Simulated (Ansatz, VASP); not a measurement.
Two plane-wave programs on Y

Contents of INCAR:

```
SYSTEM = Y
PREC = Accurate
ENCUT = 520
EDIFF = 1E-7
ISMEAR = 0
SIGMA = 0.15
LREAL = .FALSE.
LASPH = .TRUE.
NELM = 60
ALGO = Fast
ISIF = 2
LWAVE = .FALSE.
LCHARG = .FALSE.
GGA = PS
NBANDS = 18
```

The input KPOINTS:

```
regular mesh
0
G
  18 18 8
  0 0 0
```

The input POSCAR:

```
Y
1.0
    3.5602117562      0.0000000000      0.0000000000
   -1.7801058781      3.0832338237      0.0000000000
    0.0000000000      0.0000000000      5.6037150000
Y
2
Direct
    0.3333333333      0.6666666667      0.2500000000
    0.6666666667      0.3333333333      0.7500000000
```

Input for Ansatz:

```yaml
crystal:
  lattice:
    - [3.5602117562, 0.0, 0.0]
    - [-1.7801058781, 3.0832338237, 0.0]
    - [0.0, 0.0, 5.603715]
  atoms:
    - { symbol: "Y", position: [0.3333333333, 0.6666666667, 0.25] }
    - { symbol: "Y", position: [0.6666666667, 0.3333333333, 0.75] }
basis:
  ecutwfc: 420
kpoints:
  mp_grid: { grid: [18, 18, 8] }
hamiltonian:
  xc: pbesol
scf:
  occupations: { method: gaussian, width: 0.15 }
output:
  forces: true
  stress: true
  eigenvalues: true
```

Change from the starting cell: strain -0.025 along x and y, -0.025 along z, atoms carried along.

Alike in both runs: task single point; functional PBEsol; k mesh 18 × 18 × 8; occupations gaussian, width 0.15 eV; no spin polarisation.

|  | VASP | Ansatz |
| --- | --- | --- |
| version | VASP 6.6.1 | Ansatz 0.2.0 |
| potentials or method | VASP PAW PBE potentials, release 64 (Y_sv), cutoff 520 eV | scalar-relativistic, plane waves, PAW |
| valence electrons in the cell | 22 | 22 |

```tsv
	VASP	Ansatz	Ansatz less VASP
gap on the k mesh at the Fermi level (eV)	none	none	-
pressure (GPa)	0.6	0.8	+0.14
traceless stress, the component that is largest in VASP (GPa)	-0.46	-0.47	-0.007
```

VASP's potentials were made for PBE, not for PBEsol. A gap of «none» marks a metal or a gap that the smearing closes. The functional is the same, so the differences come from potentials, cutoffs and numerics.
